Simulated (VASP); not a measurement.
Wanted: the native input for a VASP 6.6.1 run.

```
Task                   : single point
Functional             : PBE
Potentials or basis    : VASP PAW PBE potentials, release 64 (Mg, Zn, S)
Cutoff                 : 600 eV
k mesh                 : 6 × 6 × 4
Occupations            : gaussian, width 0.1 eV
Spin                   : no spin polarisation
Dipole correction      : no
Further INCAR settings : ALGO = Normal; EDIFF = 1e-06; NBANDS = 52
```

The structure of MgZnS lies in POSCAR:

```
MgZnS
1.0
    5.0171505958      0.0000000000      0.0000000000
    0.0000000000      5.0171505958      0.0000000000
    0.0000000000      0.0000000000      8.0019870559
Mg Zn S
4 4 4
Direct
    0.2508996427      0.7508996427      0.3291717797
    0.7491003573      0.2491003573      0.3291717797
    0.7508996427      0.7491003573      0.6708282203
    0.2491003573      0.2508996427      0.6708282203
    0.3151537374      0.1848462626      0.0348474353
    0.6848462626      0.8151537374      0.0348474353
    0.8151537374      0.3151537374      0.9651525647
    0.1848462626      0.6848462626      0.9651525647
    0.2486449185      0.2513550815      0.3405831327
    0.7513550815      0.7486449185      0.3405831327
    0.2513550815      0.7513550815      0.6594168673
    0.7486449185      0.2486449185      0.6594168673
```

The input as run:

INCAR

```
  ALGO = Normal
  EDIFF = 1E-6
  ENCUT = 600
  GGA = PE
  GGA_COMPAT = F
  ISIF = 2
  ISMEAR = 0
  LASPH = T
  LCHARG = F
  LREAL = F
  LWAVE = F
  NBANDS = 52
  NELM = 120
  PREC = Accurate
  SIGMA = 0.1
```

KPOINTS

```
k-points
0
Gamma
  6 6 4
```

Potentials or basis: VASP PAW PBE potentials, release 64 (Mg, Zn, S).

Command:

```bash
$ cat potpaw_PBE.64/Mg/POTCAR potpaw_PBE.64/Zn/POTCAR potpaw_PBE.64/S/POTCAR > POTCAR
$ mpirun -np 1 vasp_std > vasp.out
```

Results of the run:

```json
{
 "Pressure": "4.1 GPa",
 "Largest force": "0.013 eV/Å",
 "Band gap on the k mesh": "zero (bands 40 and 41 overlap by 0.83 eV)"
}
```

Caveat: the cell stands under pressure.

Run time: 4 min on 1 thread of AMD EPYC 9R45 96-Core Processor (Zen 5), with other jobs on the host, peak memory 0.48 GiB.
